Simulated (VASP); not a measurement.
Input of a VASP 6.6.1 run:

Contents of INCAR:

```
SYSTEM = Ti3C
PREC = Accurate ; ENCUT = 520
EDIFF = 1E-7 ; ISMEAR = 0
SIGMA = 0.1 ; LREAL = .FALSE.
LASPH = .TRUE. ; NELM = 100
ALGO = Normal ; ISIF = 2
LWAVE = .FALSE. ; LCHARG = .FALSE.
LDIPOL = .TRUE. ; IDIPOL = 3
DIPOL = 0.5 0.5 0.355 ; GGA = PS
IBRION = 2 ; NSW = 36
EDIFFG = -0.025 ; LUSENCCL = .FALSE.
```

The input KPOINTS:

```
Automatic mesh
0
G
  10 10 1
  0 0 0
```

File POSCAR:

```
Ti3C
1.0
    2.7797925781      0.0000000000      0.0000000000
   -0.9265975260      2.6208135764      0.0000000000
    0.0000000000      0.0000000000     19.7756614792
Ti C
3 1
Selective dynamics
Direct
    0.5000000000      0.5000000000      0.2022688346  F F F
    0.0000000000      0.0000000000      0.3106574497  F F F
    0.5000000000      0.5000000000      0.4184771006  F F F
    0.8333333333      1.0000000000      0.4902825369  F F T
```

Potentials or basis: VASP PAW PBE potentials, release 64 (Ti_sv, C).

Launch:

```sh
$ cat potpaw_PBE.64/Ti_sv/POTCAR potpaw_PBE.64/C/POTCAR > POTCAR
$ mpirun -np 1 vasp_std > vasp.out
```

Q: Estimate the band gap on the k mesh.

A: Zero (band 20 reaches -0.10 eV, above the bottom of band 21 at -0.50 eV).

Q: Estimate the energy gained by relaxing.

A: 120.7 meV/atom.

Final structure:
```xyz
4
Lattice="2.7798 0.0000 0.0000 -0.9266 2.6208 0.0000 0.0000 0.0000 19.7757" Properties=species:S:1:pos:R:3 pbc="T T T"
Ti    0.9266    1.3104    4.0000
Ti    0.0000    0.0000    6.1435
Ti    0.9266    1.3104    8.2757
C     2.3165    0.0000    9.3632
```
